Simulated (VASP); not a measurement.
# In3Sb (Fm-3m) in VASP: a series of runs

In3Sb is run at these levels: PBEsol; tasks: single point.

Everything below comes from runs of VASP 6.6.1. Logs are shortened: lines on timing, memory, paths and dates and some standing lists are left out, and cuts for length are marked.

## 1. The cell of the first run

The structure is cubic, space group Fm-3m (No. 225). The conventional cell has a = 6.924 Å, b = 6.924 Å, c = 6.924 Å, α = 90.00°, β = 90.00°, γ = 90.00°. Within 3.9 Å of Sb (site symmetry m-3m) lie 14 In at 3.00 to 3.46 Å. Within 3.9 Å of In (site symmetry m-3m) lie 8 In at 3.00 Å and 6 Sb at 3.46 Å. Within 3.9 Å of In (site symmetry -43m) lie 4 Sb at 3.00 Å and 10 In at 3.00 to 3.46 Å.

## 2. Single point, PBEsol

Contents of INCAR:

```
ALGO = Normal ; EDIFF = 1E-6
ENCUT = 500 ; GGA = PS
GGA_COMPAT = F ; ISIF = 2
ISMEAR = -1 ; LASPH = T
LCHARG = F ; LREAL = F
LWAVE = F ; NBANDS = 30
NELM = 120 ; PREC = Accurate
SIGMA = 0.01
```

Contents of KPOINTS:

```
k-points
0
Gamma
  5 5 5
```

Contents of POSCAR:

```
In3Sb
1.0
    0.0000000000      3.4618338714      3.4618338714
    3.4618338714      0.0000000000      3.4618338714
    3.4618338714      3.4618338714      0.0000000000
Sb In
1 3
Direct
    0.0000000000      0.0000000000      0.0000000000
    0.5000000000      0.5000000000      0.5000000000
    0.2500000000      0.2500000000      0.2500000000
    0.7500000000      0.7500000000      0.7500000000
```

Potentials or basis: VASP PAW PBE potentials, release 64 (Sb, In_d).

Run with:

```
> cat potpaw_PBE.64/Sb/POTCAR potpaw_PBE.64/In_d/POTCAR > POTCAR
> mpirun -np 1 vasp_std > vasp.out
```

OUTCAR:

```text
EDIFF = 1E-6
   ENCUT = 500
   GGA = PS
   ISIF = 2
   ISMEAR = -1
   LASPH = T
   LREAL = F
   NELM = 120
   PREC = Accurate

 ion  position               nearest neighbor table
   1  0.000  0.000  0.000-   4 3.00   4 3.00   4 3.00   3 3.00   4 3.00   3 3.00   3 3.00   3 3.00
                             2 3.46   2 3.46   2 3.46   2 3.46   2 3.46   2 3.46
   2  0.500  0.500  0.500-   3 3.00   3 3.00   3 3.00   3 3.00   4 3.00   4 3.00   4 3.00   4 3.00
                             1 3.46   1 3.46   1 3.46   1 3.46   1 3.46   1 3.46
   3  0.250  0.250  0.250-   1 3.00   1 3.00   1 3.00   1 3.00   2 3.00   2 3.00   2 3.00   2 3.00
                             4 3.46   4 3.46   4 3.46   4 3.46   4 3.46   4 3.46
   4  0.750  0.750  0.750-   2 3.00   2 3.00   2 3.00   1 3.00   2 3.00   1 3.00   1 3.00   1 3.00
                             3 3.46   3 3.46   3 3.46   3 3.46   3 3.46   3 3.46

  LATTYP: Found a face centered cubic cell.
 ALAT       =     6.9236677428

  Lattice vectors:

 A1 = (   0.0000000000,   3.4618338714,   3.4618338714)
 A2 = (   3.4618338714,   0.0000000000,   3.4618338714)
 A3 = (   3.4618338714,   3.4618338714,   0.0000000000)

Analysis of symmetry for initial positions (statically):
=====================================================================
 Subroutine PRICEL returns:
 Original cell was already a primitive cell.

 Routine SETGRP: Setting up the symmetry group for a
 face centered cubic supercell.

 Subroutine GETGRP returns: Found 48 space group operations
 (whereof 48 operations were pure point group operations)
 out of a pool of 48 trial point group operations.

The static configuration has the point symmetry O_h .

Analysis of symmetry for dynamics (positions and initial velocities):
=====================================================================
 Subroutine PRICEL returns:
 Original cell was already a primitive cell.

 Routine SETGRP: Setting up the symmetry group for a
 face centered cubic supercell.

 Subroutine GETGRP returns: Found 48 space group operations
 (whereof 48 operations were pure point group operations)
 out of a pool of 48 trial point group operations.

The dynamic configuration has the point symmetry O_h .

 Subroutine INISYM returns: Found 48 space group operations
 (whereof 48 operations are pure point group operations),
 and found     1 'primitive' translations

----------------------------------------------------------------------------------------

                                     Primitive cell

  volume of cell :      82.9753

  direct lattice vectors                    reciprocal lattice vectors
     0.000000000  3.461833871  3.461833871    -0.144432119  0.144432119  0.144432119
     3.461833871  0.000000000  3.461833871     0.144432119 -0.144432119  0.144432119
     3.461833871  3.461833871  0.000000000     0.144432119  0.144432119 -0.144432119

  length of vectors
     4.895772412  4.895772412  4.895772412     0.250163768  0.250163768  0.250163768

  position of ions in fractional coordinates (direct lattice)
     0.000000000  0.000000000  0.000000000
     0.500000000  0.500000000  0.500000000
     0.250000000  0.250000000  0.250000000
     0.750000000  0.750000000  0.750000000

  ion indices of the primitive-cell ions
   primitive index   ion index
                 1           1
                 2           2
                 3           3
                 4           4

----------------------------------------------------------------------------------------

 KPOINTS: k-points

Automatic generation of k-mesh.
 Grid dimensions read from file:
 generate k-points for:    5    5    5

 Generating k-lattice:

  Cartesian coordinates                     Fractional coordinates (reciprocal lattice)
    -0.028886424  0.028886424  0.028886424     0.200000000  0.000000000  0.000000000
     0.028886424 -0.028886424  0.028886424     0.000000000  0.200000000  0.000000000
     0.028886424  0.028886424 -0.028886424     0.000000000  0.000000000  0.200000000

  Length of vectors
     0.050032754  0.050032754  0.050032754

  Shift w.r.t. Gamma in fractional coordinates (k-lattice)
     0.000000000  0.000000000  0.000000000

 Subroutine IBZKPT returns following result:
 ===========================================

 Found     10 irreducible k-points:

 Following reciprocal coordinates:
            Coordinates               Weight
  0.000000  0.000000  0.000000      1.000000
  0.200000  0.000000  0.000000      8.000000
  0.400000  0.000000  0.000000      8.000000
  0.200000  0.200000  0.000000      6.000000
  0.400000  0.200000  0.000000     24.000000
 -0.400000  0.200000  0.000000     24.000000
 -0.200000  0.200000  0.000000     12.000000
  0.400000  0.400000  0.000000      6.000000
 -0.400000  0.400000  0.000000     12.000000
 -0.400000  0.400000  0.200000     24.000000
   k-points           NKPTS =     10   k-points in BZ     NKDIM =     10   number of bands    NBANDS=     30
   number of dos      NEDOS =    301   number of ions     NIONS =      4
   total plane-waves  NPLWV =  46656
   dimension x,y,z NGX =    36 NGY =   36 NGZ =   36
   dimension x,y,z NGXF=    72 NGYF=   72 NGZF=   72
   ions per type =               1   3
   NGX,Y,Z   is equivalent  to a cutoff of  12.22, 12.22, 12.22 a.u.
   NGXF,Y,Z  is equivalent  to a cutoff of  24.45, 24.45, 24.45 a.u.
 SYSTEM =  unknown system
   PREC   = accura    normal or accurate (medium, high low for compatibility)
   ISTART =      0    job   : 0-new  1-cont  2-samecut
   ICHARG =      2    charge: 1-file 2-atom 10-const
   ISPIN  =      1    spin polarized calculation?
   LNONCOLLINEAR =      F non collinear calculations
   LSORBIT =      F    spin-orbit coupling
   LASPH  =      T    aspherical Exc in radial PAW
   ENCUT  =  500.0 eV  36.75 Ry    6.06 a.u.   8.93  8.93  8.93*2*pi/ulx,y,z
   NELM   =    120;   NELMIN=  2; NELMDL= -5     # of ELM steps
   EDIFF  = 0.1E-05   stopping-criterion for ELM
   LREAL  =      F    real-space projection
   EDIFFG = 0.1E-04   stopping-criterion for IOM
   NSW    =      0    number of steps for IOM
   IBRION =     -1    ionic relax: 0-MD 1-quasi-New 2-CG
   NFREE  =      0    steps in history (QN), initial steepest desc. (CG)
   ISIF   =      2    stress and relaxation
   ISYM   =      2    0-nonsym 1-usesym 2-fastsym
   POTIM  = 0.5000    time-step for ionic-motion
   TEBEG  =    0.0;   TEEND  =   0.0 temperature during run
   PSTRESS=    0.0 pullay stress
   NELECT =      44.0000    total number of electrons
   NUPDOWN=      -1.0000    fix difference up-down
   EMIN   =  10.00;   EMAX   =-10.00  energy-range for DOS
   EFERMI =   0.00;   METHOD = LEGACY
   ISMEAR =    -1;   SIGMA  =   0.01  broadening in eV -4-tet -1-fermi 0-gaus
   EFERMI_NEDOS =   21; number of points for ismear=-14 and -15
   IALGO  =     38    algorithm
   IMIX   =      4    mixing-type and parameters
     AMIX     =   0.40;   BMIX     =  1.00
     AMIX_MAG =   1.60;   BMIX_MAG =  1.00
  volume/ion in A,a.u.               =      20.74       139.99
  Fermi-wavevector in a.u.,A,eV,Ry     =   1.325082  2.504042 23.889694  1.755843
  Thomas-Fermi vector in A             =   2.454569
   LORBIT       =      0    0 simple, 1 ext, 2 COOP (PROOUT), +10 PAW based schemes
   GGA     = PS    functional components
   LHFCALC =     F    Hartree Fock is set to
   AEXX    =    0.0000 exact exchange contribution
   IVDW    =     0    specifies the selected vdW correction
   LEPSILON=     F    determine dielectric tensor
   LRPA    =     F    only Hartree local field effects (RPA)
 non-spin polarized calculation
  energy-cutoff  :      500.00
  volume of cell :       82.98
 maximum number of plane-waves:      2115
   NGX = 17   NGY = 17   NGZ = 17

 number of electron      44.0000018 magnetization

 Free energy of the ion-electron system (eV)
  ---------------------------------------------------
  ext. energy  EPLUGINS =         0.00000000
  ---------------------------------------------------
  free energy    TOTEN  =       -12.48513350 eV

  energy without entropy =      -12.48230476  energy(sigma->0) =      -12.48371913

 E-fermi :  10.7407     XC(G=0): -11.5461

 val. band max:       10.7353139723   @ k =   0.2000   0.2000   0.0000
 cond. band min:      10.7511773886   @ k =  -0.4000   0.2000   0.0000
 fundamental gap:      0.0158634164
 Fermi energy:        10.7406654516

 k-point     1 :       0.0000    0.0000    0.0000
  band No.  band energies     occupation
      1      -4.3035      2.00000
      2      -4.3035      2.00000
      3      -4.1787      2.00000
      4      -4.1787      2.00000
      5      -4.1787      2.00000
      6      -4.1164      2.00000
[... 22 lines left out ...]
     29      15.6139      0.00000
     30      15.6139      0.00000

 k-point     2 :       0.2000    0.0000    0.0000
  band No.  band energies     occupation
      1      -4.2678      2.00000
      2      -4.2670      2.00000
      3      -4.2670      2.00000
      4      -4.2276      2.00000
      5      -4.2276      2.00000
      6      -4.0458      2.00000
[... 22 lines left out ...]
     29      17.0507      0.00000
     30      17.0507      0.00000

 k-point     3 :       0.4000    0.0000    0.0000
  band No.  band energies     occupation
      1      -4.2875      2.00000
      2      -4.2875      2.00000
      3      -4.2506      2.00000
      4      -4.1477      2.00000
      5      -4.1477      2.00000
      6      -4.0017      2.00000
[... 22 lines left out ...]
     29      17.1232      0.00000
     30      17.8743      0.00000

 k-point     4 :       0.2000    0.2000    0.0000
  band No.  band energies     occupation
      1      -4.2851      2.00000
      2      -4.2729      2.00000
      3      -4.2729      2.00000
      4      -4.2510      2.00000
      5      -4.1678      2.00000
      6      -4.1151      2.00000
[... 22 lines left out ...]
     29      15.9323      0.00000
     30      19.0135      0.00000

 k-point     5 :       0.4000    0.2000    0.0000
  band No.  band energies     occupation
      1      -4.3300      2.00000
      2      -4.2961      2.00000
      3      -4.2311      2.00000
      4      -4.2052      2.00000
      5      -4.1683      2.00000
      6      -4.0173      2.00000
[... 22 lines left out ...]
     29      16.9482      0.00000
     30      17.5775      0.00000

 k-point     6 :      -0.4000    0.2000    0.0000
  band No.  band energies     occupation
      1      -4.3302      2.00000
      2      -4.2870      2.00000
      3      -4.2331      2.00000
      4      -4.1736      2.00000
      5      -4.1162      2.00000
      6      -4.0107      2.00000
[... 22 lines left out ...]
     29      17.8258      0.00000
     30      17.9945      0.00000

 k-point     7 :      -0.2000    0.2000    0.0000
  band No.  band energies     occupation
      1      -4.3386      2.00000
      2      -4.2397      2.00000
      3      -4.2348      2.00000
      4      -4.2083      2.00000
      5      -4.2058      2.00000
      6      -4.0322      2.00000
[... 22 lines left out ...]
     29      16.2682      0.00000
     30      19.1930      0.00000

 k-point     8 :       0.4000    0.4000    0.0000
  band No.  band energies     occupation
      1      -4.3623      2.00000
      2      -4.3009      2.00000
      3      -4.3009      2.00000
      4      -4.2013      2.00000
      5      -4.1288      2.00000
      6      -3.9594      2.00000
[... 22 lines left out ...]
     29      16.8667      0.00000
     30      17.1445      0.00000

 k-point     9 :      -0.4000    0.4000    0.0000
  band No.  band energies     occupation
      1      -4.3408      2.00000
      2      -4.2992      2.00000
      3      -4.2807      2.00000
      4      -4.2381      2.00000
      5      -4.0536      2.00000
      6      -4.0331      2.00000
[... 22 lines left out ...]
     29      17.9733      0.00000
     30      18.1146      0.00000

 k-point    10 :      -0.4000    0.4000    0.2000
  band No.  band energies     occupation
      1      -4.3329      2.00000
      2      -4.2853      2.00000
      3      -4.2434      2.00000
      4      -4.2421      2.00000
      5      -4.1169      2.00000
      6      -4.0266      2.00000
[... 22 lines left out ...]
     29      17.6795      0.00000
     30      18.4903      0.00000

------------------------ aborting loop because EDIFF is reached ----------------------------------------

  FORCE on cell =-STRESS in cart. coord.  units (eV):
  Direction    XX          YY          ZZ          XY          YZ          ZX
  --------------------------------------------------------------------------------------
  -------------------------------------------------------------------------------------
  Total       10.3611991     10.3611991     10.3611991      0.0000000      0.0000000     -0.0000000
  in kB      200.0653775    200.0653775    200.0653775      0.0000000      0.0000000     -0.0000000
  external PRESSURE =     200.0653775 kB  Pullay stress =       0.0000000 kB

 VOLUME and BASIS-vectors are now :
 -----------------------------------------------------------------------------
  energy-cutoff  :      500.00
  volume of cell :       82.98
      direct lattice vectors                 reciprocal lattice vectors
     0.000000000  3.461833871  3.461833871    -0.144432119  0.144432119  0.144432119
     3.461833871  0.000000000  3.461833871     0.144432119 -0.144432119  0.144432119
     3.461833871  3.461833871  0.000000000     0.144432119  0.144432119 -0.144432119

 POSITION                                       TOTAL-FORCE (eV/Angst)
 -----------------------------------------------------------------------------------
      0.00000      0.00000      0.00000        -0.000000     -0.000000     -0.000000
      3.46183      3.46183      3.46183        -0.000000     -0.000000     -0.000000
      1.73092      1.73092      1.73092        -0.000000      0.000000     -0.000000
      5.19275      5.19275      5.19275         0.000000     -0.000000      0.000000
 -----------------------------------------------------------------------------------
    total drift:                                0.000000      0.000000      0.000000

  FREE ENERGIE OF THE ION-ELECTRON SYSTEM (eV)
  ---------------------------------------------------
  free  energy   TOTEN  =       -12.4851335019 eV

  energy  without entropy=      -12.4823047571  energy(sigma->0) =      -12.48371913
```

It took 20 s on 1 thread of Intel Xeon Platinum 8375C at 2.90GHz (Ice Lake), shared host; peak memory 0.21 GiB.

Results:

```
Free energy            : -12.4851 eV
Pressure               : 20.0 GPa
Band gap on the k mesh : zero (bands 22 and 23 overlap by 4.05 eV)
```

Levels at points of the mesh, in eV from the Fermi level:
| k point | band 18 | band 19 | band 20 | band 21 | band 22 | band 23 | band 24 | band 25 | band 26 | band 27 |
| --- | --- | --- | --- | --- | --- | --- | --- | --- | --- | --- |
| (0.00, 0.00, 0.00) | -2.07 | -2.07 | -2.07 | -1.85 | -0.68 | -0.68 | -0.68 | 0.72 | 0.72 | 0.72 |

Caveat: the cell stands under pressure; the PAW data sets were made with another functional, which shifts forces and pressure a little; spin-orbit coupling is left out, which moves the levels of the heavy elements.

## 3. Single point, PBEsol

This run uses another cell than the first one, of 22.59 Å³/atom.

Contents of INCAR:

```
  PREC = Accurate
  ENCUT = 500
  EDIFF = 1E-6
  ISMEAR = -1
  SIGMA = 0.01
  LREAL = False
  LASPH = True
  NELM = 120
  ALGO = Normal
  ISIF = 2
  LWAVE = False
  LCHARG = False
  GGA = PS
  NBANDS = 30
  GGA_COMPAT = False
```

Contents of KPOINTS:

```
regular mesh
0
Gamma
  5 5 5
```

Contents of POSCAR:

```
In3Sb
1.0
    0.0000000000      3.5616354721      3.5616354721
    3.5616354721      0.0000000000      3.5616354721
    3.5616354721      3.5616354721      0.0000000000
Sb In
1 3
Direct
    0.0000000000      0.0000000000      0.0000000000
    0.5000000000      0.5000000000      0.5000000000
    0.2500000000      0.2500000000      0.2500000000
    0.7500000000      0.7500000000      0.7500000000
```

Potentials or basis: VASP PAW PBE potentials, release 64 (Sb, In_d).

Run with:

```
> cat potpaw_PBE.64/Sb/POTCAR potpaw_PBE.64/In_d/POTCAR > POTCAR
> mpirun -np 1 vasp_std > vasp.out
```

Run time: 24 s. Hardware: 1 thread of Intel Xeon Platinum 8375C at 2.90GHz (Ice Lake), shared host; peak memory 0.24 GiB.

The run converged. Its results:

| Property | Result |
| --- | --- |
| Free energy | -13.1668 eV |
| Pressure | 10.0 GPa |
| Band gap on the k mesh | zero (bands 22 and 23 overlap by 3.67 eV) |

Levels at points of the mesh, in eV from the Fermi level:
```csv
k point,band 18,band 19,band 20,band 21,band 22,band 23,band 24,band 25,band 26,band 27
"(0.00, 0.00, 0.00)",-2.11,-1.98,-1.98,-1.98,-0.57,-0.57,-0.57,0.71,0.71,0.71
```

Caveat: the cell stands under pressure; the PAW data sets were made with another functional, which shifts forces and pressure a little; spin-orbit coupling is left out, which moves the levels of the heavy elements.

## 4. Single point, PBEsol

This run uses another cell than the first one, of 23.94 Å³/atom.

Contents of INCAR:

```
SYSTEM = In3Sb
PREC = Accurate ; ENCUT = 500
EDIFF = 1E-6 ; ISMEAR = -1
SIGMA = 0.01 ; LREAL = .FALSE.
LASPH = .TRUE. ; NELM = 120
ALGO = Normal ; ISIF = 2
LWAVE = .FALSE. ; LCHARG = .TRUE.
GGA = PS ; LELF = .TRUE.
LVHAR = .TRUE. ; NBANDS = 30
GGA_COMPAT = .FALSE.
```

Contents of KPOINTS:

```
regular mesh
0
G
  5 5 5
  0 0 0
```

Contents of POSCAR:

```
In3Sb
1.0
    0.0000000000      3.6314592925      3.6314592925
    3.6314592925      0.0000000000      3.6314592925
    3.6314592925      3.6314592925      0.0000000000
Sb In
1 3
Direct
    0.0000000000      0.0000000000      0.0000000000
    0.5000000000      0.5000000000      0.5000000000
    0.2500000000      0.2500000000      0.2500000000
    0.7500000000      0.7500000000      0.7500000000
```

Run with:

```
> cat potpaw_PBE.64/Sb/POTCAR potpaw_PBE.64/In_d/POTCAR > POTCAR
> mpirun -np 1 vasp_std > vasp.out
```

It took 30 s on 1 thread of Intel Xeon Platinum 8375C at 2.90GHz (Ice Lake), shared host; peak memory 0.24 GiB.

The run converged. Its results:

```
Free energy            : -13.4187 eV
Pressure               : 5.0 GPa
Band gap on the k mesh : zero (bands 22 and 23 overlap by 3.27 eV)
```

Levels at points of the mesh, in eV from the Fermi level:
```
           k point  band 18  band 19  band 20  band 21  band 22  band 23  band 24  band 25  band 26  band 27
(0.00, 0.00, 0.00)    -2.29    -1.93    -1.93    -1.93    -0.51    -0.51    -0.51     0.66     0.70     0.70
```

Caveat: the cell stands under pressure; the PAW data sets were made with another functional, which shifts forces and pressure a little; spin-orbit coupling is left out, which moves the levels of the heavy elements.

## 5. Summary

| cell | gap on the mesh (eV) | pressure (GPa) |
| --- | --- | --- |
| a = 4.896 Å, angles 60.0°, 4 atoms | none | 20.0 |
| a = 5.037 Å, angles 60.0°, 4 atoms | none | 10.0 |
| a = 5.136 Å, angles 60.0°, 4 atoms | none | 5.0 |

Alike in all rows: task single point; level PBEsol; potentials or basis VASP PAW PBE potentials, release 64 (Sb, In_d); no spin polarisation; k mesh 5 × 5 × 5; cutoff (eV) 500; smearing fermi-dirac 0.01 eV.

Caveats: the cell stands under pressure; the PAW data sets were made with another functional, which shifts forces and pressure a little; spin-orbit coupling is left out, which moves the levels of the heavy elements.

Total energies depend on the potentials used, so only differences within one code and one set of settings carry meaning.

The gap in the log of VASP goes by the Fermi energy; the results here count the filled bands.